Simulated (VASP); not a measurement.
# TeAs2 (P6_3/mmc) in VASP: notebook

TeAs2 is run at these levels: PBE+D3(BJ); tasks: single point, relaxation of cell and atoms.

Program: VASP 6.6.1. These are calculated values, not measurements. Logs are shortened: lines on timing, memory, paths and dates and some standing lists are left out, and cuts for length are marked.

## (1) The cell of the first run

Symmetry: P6_3/mmc, No. 194, hexagonal system. The conventional cell has a = 4.043 Å, b = 4.043 Å, c = 11.624 Å, α = 90.00°, β = 90.00°, γ = 120.00°. Te (site symmetry -3m) has 6 As at 2.89 Å within 3.8 Å. Within 3.2 Å of As (site symmetry 3m) lie 1 As at 2.40 Å and 3 Te at 2.89 Å.

## (2) Single point, PBE+D3(BJ)

File INCAR:

```
ALGO = Normal ; EDIFF = 1E-6
ENCUT = 520 ; GGA = PE
ISIF = 2 ; ISMEAR = 0
IVDW = 12 ; LASPH = True
LCHARG = False ; LREAL = False
LWAVE = False ; NBANDS = 25
NELM = 100 ; PREC = Accurate
SIGMA = 0.1
```

File KPOINTS:

```
k-points
0
Gamma
  6 6 2
```

File POSCAR:

```
TeAs2
1.0
    4.0425388091      0.0000000000      0.0000000000
   -2.0212694046      3.5009413045      0.0000000000
    0.0000000000      0.0000000000     11.6236073494
Te As
2 4
Direct
    0.0000000000      0.0000000000      0.0000000000
    0.0000000000      0.0000000000      0.5000000000
    0.3333333333      0.6666666667      0.1466466350
    0.6666666667      0.3333333333      0.8533533650
    0.3333333333      0.6666666667      0.3533533650
    0.6666666667      0.3333333333      0.6466466350
```

Potentials or basis: VASP PAW PBE potentials, release 64 (Te, As).

Launch:

```
cat potpaw_PBE.64/Te/POTCAR potpaw_PBE.64/As/POTCAR > POTCAR
mpirun -np 1 vasp_std > vasp.out
```

OUTCAR:

```text
EDIFF = 1E-6
   ENCUT = 520
   GGA = PE
   ISIF = 2
   ISMEAR = 0
   IVDW = 12
   LASPH = True
   LREAL = False
   NELM = 100
   PREC = Accurate
 IVDW          = 12

 ion  position               nearest neighbor table
   1  0.000  0.000  0.000-   3 2.89   4 2.89   4 2.89   3 2.89   4 2.89   3 2.89
   2  0.000  0.000  0.500-   5 2.89   6 2.89   6 2.89   5 2.89   6 2.89   5 2.89
   3  0.333  0.667  0.147-   5 2.40   1 2.89   1 2.89   1 2.89
   4  0.667  0.333  0.853-   6 2.40   1 2.89   1 2.89   1 2.89
   5  0.333  0.667  0.353-   3 2.40   2 2.89   2 2.89   2 2.89
   6  0.667  0.333  0.647-   4 2.40   2 2.89   2 2.89   2 2.89

  LATTYP: Found a hexagonal cell.
 ALAT       =     4.0425388091
 C/A-ratio  =     2.8753236266

  Lattice vectors:

 A1 = (   4.0425388091,   0.0000000000,   0.0000000000)
 A2 = (  -2.0212694046,   3.5009413045,   0.0000000000)
 A3 = (   0.0000000000,   0.0000000000,  11.6236073494)

Analysis of symmetry for initial positions (statically):
=====================================================================
 Subroutine PRICEL returns:
 Original cell was already a primitive cell.

 Routine SETGRP: Setting up the symmetry group for a
 hexagonal supercell.

 Subroutine GETGRP returns: Found 24 space group operations
 (whereof 12 operations were pure point group operations)
 out of a pool of 24 trial point group operations.

The static configuration has the point symmetry D_3d.
 The point group associated with its full space group is D_6h.

Analysis of symmetry for dynamics (positions and initial velocities):
=====================================================================
 Subroutine PRICEL returns:
 Original cell was already a primitive cell.

 Routine SETGRP: Setting up the symmetry group for a
 hexagonal supercell.

 Subroutine GETGRP returns: Found 24 space group operations
 (whereof 12 operations were pure point group operations)
 out of a pool of 24 trial point group operations.

The dynamic configuration has the point symmetry D_3d.
 The point group associated with its full space group is D_6h.

 Subroutine INISYM returns: Found 24 space group operations
 (whereof 12 operations are pure point group operations),
 and found     1 'primitive' translations

----------------------------------------------------------------------------------------

                                     Primitive cell

  volume of cell :     164.5053

  direct lattice vectors                    reciprocal lattice vectors
     4.042538809  0.000000000  0.000000000     0.247369301  0.142818733  0.000000000
    -2.021269405  3.500941304  0.000000000     0.000000000  0.285637465  0.000000000
     0.000000000  0.000000000 11.623607349     0.000000000  0.000000000  0.086031812

  length of vectors
     4.042538809  4.042538809 11.623607349     0.285637465  0.285637465  0.086031812

  position of ions in fractional coordinates (direct lattice)
     0.000000000  0.000000000  0.000000000
     0.000000000  0.000000000  0.500000000
     0.333333333  0.666666667  0.146646635
     0.666666667  0.333333333  0.853353365
     0.333333333  0.666666667  0.353353365
     0.666666667  0.333333333  0.646646635

  ion indices of the primitive-cell ions
   primitive index   ion index
                 1           1
                 2           2
                 3           3
                 4           4
                 5           5
                 6           6

----------------------------------------------------------------------------------------

 KPOINTS: k-points

Automatic generation of k-mesh.
 Grid dimensions read from file:
 generate k-points for:    6    6    2

 Generating k-lattice:

  Cartesian coordinates                     Fractional coordinates (reciprocal lattice)
     0.041228217  0.023803122  0.000000000     0.166666667  0.000000000  0.000000000
     0.000000000  0.047606244  0.000000000     0.000000000  0.166666667  0.000000000
     0.000000000  0.000000000  0.043015906     0.000000000  0.000000000  0.500000000

  Length of vectors
     0.047606244  0.047606244  0.043015906

  Shift w.r.t. Gamma in fractional coordinates (k-lattice)
     0.000000000  0.000000000  0.000000000

 Subroutine IBZKPT returns following result:
 ===========================================

 Found     14 irreducible k-points:

 Following reciprocal coordinates:
            Coordinates               Weight
  0.000000  0.000000  0.000000      1.000000
  0.166667 -0.000000  0.000000      6.000000
  0.333333 -0.000000  0.000000      6.000000
  0.500000 -0.000000  0.000000      3.000000
  0.166667  0.166667  0.000000      6.000000
  0.333333  0.166667  0.000000     12.000000
  0.333333  0.333333  0.000000      2.000000
  0.000000  0.000000  0.500000      1.000000
  0.166667 -0.000000  0.500000      6.000000
  0.333333 -0.000000  0.500000      6.000000
  0.500000 -0.000000  0.500000      3.000000
  0.166667  0.166667  0.500000      6.000000
  0.333333  0.166667  0.500000     12.000000
  0.333333  0.333333  0.500000      2.000000
   k-points           NKPTS =     14   k-points in BZ     NKDIM =     14   number of bands    NBANDS=     25
   number of dos      NEDOS =    301   number of ions     NIONS =      6
   total plane-waves  NPLWV =  81000
   dimension x,y,z NGX =    30 NGY =   30 NGZ =   90
   dimension x,y,z NGXF=    60 NGYF=   60 NGZF=  180
   ions per type =               2   4
   NGX,Y,Z   is equivalent  to a cutoff of  12.34, 12.34, 12.87 a.u.
   NGXF,Y,Z  is equivalent  to a cutoff of  24.67, 24.67, 25.74 a.u.
 SYSTEM =  unknown system
   PREC   = accura    normal or accurate (medium, high low for compatibility)
   ISTART =      0    job   : 0-new  1-cont  2-samecut
   ICHARG =      2    charge: 1-file 2-atom 10-const
   ISPIN  =      1    spin polarized calculation?
   LNONCOLLINEAR =      F non collinear calculations
   LSORBIT =      F    spin-orbit coupling
   LASPH  =      T    aspherical Exc in radial PAW
   ENCUT  =  520.0 eV  38.22 Ry    6.18 a.u.   7.52  7.52 21.61*2*pi/ulx,y,z
   NELM   =    100;   NELMIN=  2; NELMDL= -5     # of ELM steps
   EDIFF  = 0.1E-05   stopping-criterion for ELM
   LREAL  =      F    real-space projection
   EDIFFG = 0.1E-04   stopping-criterion for IOM
   NSW    =      0    number of steps for IOM
   IBRION =     -1    ionic relax: 0-MD 1-quasi-New 2-CG
   NFREE  =      0    steps in history (QN), initial steepest desc. (CG)
   ISIF   =      2    stress and relaxation
   ISYM   =      2    0-nonsym 1-usesym 2-fastsym
   POTIM  = 0.5000    time-step for ionic-motion
   TEBEG  =    0.0;   TEEND  =   0.0 temperature during run
   PSTRESS=    0.0 pullay stress
   NELECT =      32.0000    total number of electrons
   NUPDOWN=      -1.0000    fix difference up-down
   EMIN   =  10.00;   EMAX   =-10.00  energy-range for DOS
   EFERMI =   0.00;   METHOD = LEGACY
   ISMEAR =     0;   SIGMA  =   0.10  broadening in eV -4-tet -1-fermi 0-gaus
   EFERMI_NEDOS =   21; number of points for ismear=-14 and -15
   IALGO  =     38    algorithm
   IMIX   =      4    mixing-type and parameters
     AMIX     =   0.40;   BMIX     =  1.00
     AMIX_MAG =   1.60;   BMIX_MAG =  1.00
  volume/ion in A,a.u.               =      27.42       185.02
  Fermi-wavevector in a.u.,A,eV,Ry     =   0.948560  1.792519 12.242062  0.899766
  Thomas-Fermi vector in A             =   2.076760
   LORBIT       =      0    0 simple, 1 ext, 2 COOP (PROOUT), +10 PAW based schemes
   GGA     = PE    functional components
   LHFCALC =     F    Hartree Fock is set to
   AEXX    =    0.0000 exact exchange contribution
   IVDW    =    12    specifies the selected vdW correction
   LEPSILON=     F    determine dielectric tensor
   LRPA    =     F    only Hartree local field effects (RPA)
 non-spin polarized calculation
 Gauss-broadening in eV      SIGMA  =   0.10
  energy-cutoff  :      520.00
  volume of cell :      164.51
 maximum number of plane-waves:      4470
   NGX = 15   NGY = 15   NGZ = 43

 number of electron      31.9999995 magnetization

 Free energy of the ion-electron system (eV)
  ---------------------------------------------------
  ext. energy  EPLUGINS =         0.00000000
  ---------------------------------------------------
  free energy    TOTEN  =       -22.79213172 eV

  energy without entropy =      -22.76863201  energy(sigma->0) =      -22.78038186

 E-fermi :   5.0438     XC(G=0):  -9.2404

 val. band max:        5.0030825184   @ k =   0.1667   0.1667   0.0000
 cond. band min:       5.0994400813   @ k =   0.0000   0.0000   0.5000
 fundamental gap:      0.0963575629
 Fermi energy:         5.0437820871

 k-point     1 :       0.0000    0.0000    0.0000
  band No.  band energies     occupation
      1      -9.2982      2.00000
      2      -8.8137      2.00000
      3      -7.4621      2.00000
      4      -5.1359      2.00000
      5      -5.1183      2.00000
      6      -1.7832      2.00000
[... 17 lines left out ...]
     24       8.3617      0.00000
     25       9.1223      0.00000

 k-point     2 :       0.1667   -0.0000    0.0000
  band No.  band energies     occupation
      1      -9.0371      2.00000
      2      -8.5417      2.00000
      3      -7.3192      2.00000
      4      -5.2116      2.00000
      5      -4.9553      2.00000
      6      -2.3676      2.00000
[... 17 lines left out ...]
     24       8.7765      0.00000
     25       9.3471      0.00000

 k-point     3 :       0.3333   -0.0000    0.0000
  band No.  band energies     occupation
      1      -8.3099      2.00000
      2      -7.7946      2.00000
      3      -7.0331      2.00000
      4      -5.6530      2.00000
      5      -4.6919      2.00000
      6      -3.5626      2.00000
[... 272 lines left out ...]
 k-point    13 :       0.3333    0.1667    0.5000
  band No.  band energies     occupation
      1      -7.5250      2.00000
      2      -7.5250      2.00000
      3      -6.4641      2.00000
      4      -6.4641      2.00000
      5      -4.4384      2.00000
      6      -4.4384      2.00000
[... 17 lines left out ...]
     24       9.2603      0.00000
     25      10.3985      0.00000

 k-point    14 :       0.3333    0.3333    0.5000
  band No.  band energies     occupation
      1      -6.8835      2.00000
      2      -6.8835      2.00000
      3      -6.7915      2.00000
      4      -6.7915      2.00000
      5      -4.6866      2.00000
      6      -4.6866      2.00000
[... 17 lines left out ...]
     24       9.5346      0.00000
     25      11.4657      0.00000

------------------------ aborting loop because EDIFF is reached ----------------------------------------

 Edisp (eV)   -2.32596

 E8    (eV) :    -1.0135

  FORCE on cell =-STRESS in cart. coord.  units (eV):
  Direction    XX          YY          ZZ          XY          YZ          ZX
  --------------------------------------------------------------------------------------
  -------------------------------------------------------------------------------------
  Total      -0.00421    -0.00421     0.24312     0.00000    -0.00000     0.00000
  in kB      -0.04099    -0.04099     2.36788     0.00000    -0.00000     0.00000
  external pressure =        0.76 kB  Pullay stress =        0.00 kB

 VOLUME and BASIS-vectors are now :
 -----------------------------------------------------------------------------
  energy-cutoff  :      520.00
  volume of cell :      164.51
      direct lattice vectors                 reciprocal lattice vectors
     4.042538809  0.000000000  0.000000000     0.247369301  0.142818733  0.000000000
    -2.021269405  3.500941304  0.000000000     0.000000000  0.285637465  0.000000000
     0.000000000  0.000000000 11.623607349     0.000000000  0.000000000  0.086031812

 POSITION                                       TOTAL-FORCE (eV/Angst)
 -----------------------------------------------------------------------------------
      0.00000      0.00000      0.00000         0.000000      0.000000      0.000000
      0.00000      0.00000      5.81180         0.000000      0.000000      0.000000
     -0.00000      2.33396      1.70456        -0.000000      0.000000     -0.040699
      2.02127      1.16698      9.91904         0.000000      0.000000      0.040699
     -0.00000      2.33396      4.10724        -0.000000      0.000000      0.040699
      2.02127      1.16698      7.51637         0.000000      0.000000     -0.040699
 -----------------------------------------------------------------------------------
    total drift:                                0.000000     -0.000000      0.000000

  FREE ENERGIE OF THE ION-ELECTRON SYSTEM (eV)
  ---------------------------------------------------
  free  energy   TOTEN  =       -25.1180896291 eV

  energy  without entropy=      -25.0945899216  energy(sigma->0) =      -25.10633978
```

It took 45 s on 1 thread of Intel Xeon Platinum 8488C (Sapphire Rapids), shared host; peak memory 0.28 GiB.

What came out:

```
Free energy                : -25.1181 eV
Pressure                   : 0.1 GPa
Largest force              : 0.041 eV/Å
Band gap on the k mesh     : zero (bands 16 and 17 overlap by 1.73 eV)
Dispersion energy per atom : -0.388 eV
```

Forces in eV/Å, atoms in the order of the input:
```
Te   0.000  0.000  0.000
Te   0.000  0.000  0.000
As   0.000  0.000 -0.041
As   0.000  0.000  0.041
As   0.000  0.000  0.041
As   0.000  0.000 -0.041
```

Levels at points of the mesh, in eV from the Fermi level:
```csv
k point,band 14,band 15,band 16,band 17,band 18,band 19
"(0.00, 0.00, 0.00)",-1.17,-0.32,0.28,0.28,0.37,0.64
"(0.50, 0.00, 0.00)",-1.89,-1.59,-0.33,0.19,0.65,1.30
"(0.00, 0.00, 0.50)",-0.63,-0.63,-0.63,0.06,0.06,1.70
"(0.50, 0.00, 0.50)",-1.74,-0.91,-0.91,-0.20,-0.20,1.94
```

Caveat: spin-orbit coupling is left out, which moves the levels of the heavy elements.

## (3) Relaxation of cell and atoms, PBE+D3(BJ)

This run uses another cell than the first one, of 32.02 Å³/atom.

File INCAR:

```
SYSTEM = TeAs2
ALGO = Normal ; EDIFF = 1E-6
EDIFFG = -0.04 ; ENCUT = 600
GGA = PE ; IBRION = 2
ISIF = 3 ; ISMEAR = 0
IVDW = 12 ; LASPH = .TRUE.
LCHARG = .FALSE. ; LREAL = .FALSE.
LWAVE = .FALSE. ; NELM = 100
NSW = 90 ; PREC = Accurate
SIGMA = 0.1
```

File KPOINTS:

```
k-points
0
G
  6 6 2
  0 0 0
```

File POSCAR:

```
TeAs2
1.0
    4.1074928600      0.0000000000      0.0000000000
   -2.0537464300      3.5571931600      0.0000000000
    0.0000000000      0.0000000000     13.1490326400
Te As
2 4
Direct
    0.0000000000      0.0000000000      0.0000000000
    0.0000000000      0.0000000000      0.5000000000
    0.3333333300      0.6666666700      0.1267970200
    0.6666666700      0.3333333300      0.8732029800
    0.3333333300      0.6666666700      0.3732029800
    0.6666666700      0.3333333300      0.6267970200
```

Potentials or basis: VASP PAW PBE potentials, release 64 (Te, As).

Launch:

```
cat potpaw_PBE.64/Te/POTCAR potpaw_PBE.64/As/POTCAR > POTCAR
mpirun -np 1 vasp_std > vasp.out
```

Wall time 16 min (1 thread of Intel Xeon Platinum 8488C (Sapphire Rapids), shared host); peak memory 0.45 GiB.

Results (log left out):

```yaml
Free_energy: -25.1197 eV
Relaxed_volume: 27.22 Å³/atom
Relaxed_cell: a = 4.015 Å, b = 4.015 Å, c = 11.697 Å, α = 90.00°, β = 90.00°, γ = 120.00°
Space_group_after_relaxing_to_0.1_Å: P6_3/mmc (No. 194)
Energy_gained_by_relaxing: 257.2 meV/atom
Ionic_steps: 27
Pressure_after_relaxing: 0.0 GPa
Largest_force_after_relaxing: 0.009 eV/Å
Band_gap_on_the_k_mesh: zero (bands 16 and 17 overlap by 1.66 eV)
Dispersion_energy_per_atom: -0.391 eV
```

Forces in eV/Å, atoms in the order of the input:
```
Te   0.000  0.000  0.000
Te   0.000  0.000  0.000
As   0.000  0.000  0.009
As   0.000  0.000 -0.009
As   0.000  0.000 -0.009
As   0.000  0.000  0.009
```

The path:
```tsv
step	energy change (eV)	largest force (eV/Å)	pressure (GPa)	volume (Å³)
1	0.0000	0.6983	-5.05	192.12
2	-0.5936	1.4716	0.53	165.39
3	-0.5992	1.5671	1.45	162.70
4	-1.0943	1.4206	2.40	155.70
5	-0.4418	2.8674	12.02	139.45
6	-1.2483	1.1897	3.35	152.08
7	-1.2504	0.3505	6.33	144.72
8	-1.3419	0.6804	4.31	148.80
9	-1.4229	0.2915	-2.41	165.01
10	-1.5048	0.0026	-0.03	157.71
11	-1.5049	0.0079	0.04	157.53
12	-1.5065	0.0146	0.11	157.68
13	-1.5132	0.0399	0.37	158.10
14	-1.5246	0.2044	1.07	158.88
15	-1.5253	0.1611	0.89	158.71
16	-1.5253	0.1733	0.94	158.75
17	-1.5256	0.1761	0.94	158.81
18	-1.5263	0.1844	0.95	158.99
19	-1.5274	0.2005	0.97	159.35
20	-1.5279	0.2307	1.02	160.06
21	-1.5299	0.2197	0.93	160.37
22	-1.5350	0.1879	0.64	161.30
23	-1.5404	0.1256	0.09	163.17
24	-1.5410	0.1004	-0.13	163.95
25	-1.5414	0.0897	-0.12	163.89
26	-1.5423	0.0574	-0.07	163.71
27	-1.5429	0.0086	0.03	163.34
```

Final structure:
```
Te As
1.0
     4.01549    0.00000    0.00000
    -2.00774    3.47751    0.00000
     0.00000    0.00000   11.69739
Te As
2 4
Direct
  0.00000 0.00000 0.00000
  0.00000 0.00000 0.50000
  0.33333 0.66667 0.14666
  0.66667 0.33333 0.85334
  0.33333 0.66667 0.35334
  0.66667 0.33333 0.64666
```

Levels at points of the mesh, in eV from the Fermi level:
| k point | band 12 | band 13 | band 14 | band 15 | band 16 | band 17 | band 18 | band 19 | band 20 |
| --- | --- | --- | --- | --- | --- | --- | --- | --- | --- |
| (0.00, 0.00, 0.00) | -1.64 | -1.06 | -1.06 | -0.27 | 0.35 | 0.35 | 0.50 | 0.74 | 0.74 |
| (0.50, 0.00, 0.00) | -3.14 | -2.47 | -1.92 | -1.51 | -0.34 | 0.22 | 0.69 | 1.37 | 1.76 |
| (0.00, 0.00, 0.50) | -2.24 | -0.53 | -0.53 | -0.53 | -0.53 | 0.16 | 0.16 | 1.76 | 1.76 |
| (0.50, 0.00, 0.50) | -3.73 | -1.74 | -1.74 | -0.84 | -0.84 | -0.20 | -0.20 | 1.96 | 1.96 |

Caveat: spin-orbit coupling is left out, which moves the levels of the heavy elements.
